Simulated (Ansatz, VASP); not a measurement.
Two plane-wave programs on AlP

```
Al P
1.0
     0.00000    2.75340    2.75340
     2.75340    0.00000    2.75340
     2.75340    2.75340    0.00000
Al P
1 1
Direct
  0.00000 0.00000 0.00000
  0.25000 0.25000 0.25000
```

Alike in both runs: task single point; functional PBE; k mesh 8 × 8 × 8; occupations gaussian, width 0.02 eV; no spin polarisation.

|  | VASP | Ansatz |
| --- | --- | --- |
| version | VASP 6.6.1 | Ansatz 0.2.0 |
| potentials or method | VASP PAW PBE potentials, release 64 (Al, P), cutoff 500 eV | scalar-relativistic, plane waves, PAW |
| valence electrons in the cell | 8 | 8 |

|  | VASP | Ansatz | Ansatz less VASP |
| --- | --- | --- | --- |
| gap on the k mesh at the Fermi level (eV) | 1.63 | 1.63 | +0.002 |
| least direct gap on the mesh (eV) | 3.09 | 3.09 | +0.002 |

The functional is the same, so the differences come from potentials, cutoffs and numerics.
